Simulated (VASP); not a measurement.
Wanted: the native input for a VASP 6.6.1 run.

```yaml
Task: single point
Functional: PBE-based screened hybrid with 50 % exact exchange
Potentials_or_basis: VASP PAW PBE potentials, release 64 (B, As)
Cutoff: 520 eV
k_mesh: 5 × 5 × 5
Occupations: fermi-dirac, width 0.05 eV
Spin: no spin polarisation
Dipole_correction: no
Grid_for_exact_exchange_PRECFOCK: Normal
Share_of_exact_exchange: 0.5
Further_INCAR_settings: ALGO = Normal; EDIFF = 1e-06; NBANDS = 11
Screening_parameter: 0.2 1/Å
```

Crystal: BAs.

```
B As
1.0
     2.95701    0.00000    0.00000
     0.00000    2.95701    0.00000
     0.00000    0.00000    2.95701
B As
1 1
Cartesian
  1.4785 1.4785 1.4785
  0.0000 0.0000 0.0000
```

These files were run (other wordings do the same):

POSCAR

```
BAs
1.0
    2.9570103300      0.0000000000      0.0000000000
    0.0000000000      2.9570103300      0.0000000000
    0.0000000000      0.0000000000      2.9570103300
B As
1 1
Direct
    0.5000000000      0.5000000000      0.5000000000
    0.0000000000      0.0000000000      0.0000000000
```

INCAR.step1

```
  ALGO = Normal
  EDIFF = 1E-5
  ENCUT = 520
  GGA = PE
  ISIF = 2
  ISMEAR = -1
  LASPH = T
  LCHARG = F
  LREAL = F
  LWAVE = T
  NBANDS = 11
  NELM = 80
  PREC = Accurate
  SIGMA = 0.05
```

INCAR.step2

```
  AEXX = 0.5
  ALGO = Normal
  EDIFF = 1E-6
  ENCUT = 520
  GGA = PE
  HFSCREEN = 0.2
  ISIF = 2
  ISMEAR = -1
  ISTART = 1
  LASPH = T
  LCHARG = F
  LHFCALC = T
  LREAL = F
  LWAVE = F
  NBANDS = 11
  NELM = 80
  PREC = Accurate
  PRECFOCK = Normal
  SIGMA = 0.05
```

KPOINTS

```
k-points
0
Gamma
  5 5 5
```

Potentials or basis: VASP PAW PBE potentials, release 64 (B, As).

Command:

```bash
$ cat potpaw_PBE.64/B/POTCAR potpaw_PBE.64/As/POTCAR > POTCAR
$ cp INCAR.step1 INCAR
$ mpirun -np 1 vasp_std > vasp.out
$ cp INCAR.step2 INCAR
$ mpirun -np 1 vasp_std > vasp.out
```

Results of the run:

| Item | Value |
| --- | --- |
| Pressure | -12.5 GPa |
| Band gap on the k mesh | zero (bands 4 and 5 overlap by 4.72 eV) |

Caveat: the k points lie up to 0.42 Å⁻¹ apart, too coarse for converged energies and pressures of a metal; the PAW data sets were made with another functional, which shifts forces and pressure a little.

Run time: 10 min on 1 thread of Intel Xeon 8259CL, on a shared host, peak memory 0.22 GiB.
